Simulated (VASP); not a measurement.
Input of a VASP 6.6.1 run:

The input INCAR:

```
SYSTEM = Pd
PREC = Accurate ; ENCUT = 520
EDIFF = 1E-6 ; ISMEAR = -1
SIGMA = 0.05 ; LREAL = .False.
LASPH = .True. ; NELM = 100
ALGO = Normal ; ISIF = 2
LWAVE = .False. ; LCHARG = .True.
GGA = B5 ; ALDAX = 1.0
AGGAX = 1.0 ; AGGAC = 1.0
ALDAC = 0.0 ; LELF = .True.
LVHAR = .True. ; NBANDS = 11
```

Contents of KPOINTS:

```
regular mesh
0
Gamma
  12 12 12
  0 0 0
```

POSCAR

```
Pd
1.0
    0.0000000000      2.0127980888      2.0127980888
    2.0127980888      0.0000000000      2.0127980888
    2.0127980888      2.0127980888      0.0000000000
Pd
1
Direct
    0.0000000000      0.0000000000      0.0000000000
```

Potentials or basis: VASP PAW PBE potentials, release 64 (Pd).

Run with:

```bash
$ cat potpaw_PBE.64/Pd/POTCAR > POTCAR
$ mpirun -np 1 vasp_std > vasp.out
```

Estimate the band gap on the k mesh.

zero (band 5 reaches 8.90 eV, above the bottom of band 6 at 7.55 eV).

What does it give for the pressure?

0.3 GPa.

Caveat: the PAW data sets were made with another functional, which shifts forces and pressure a little.
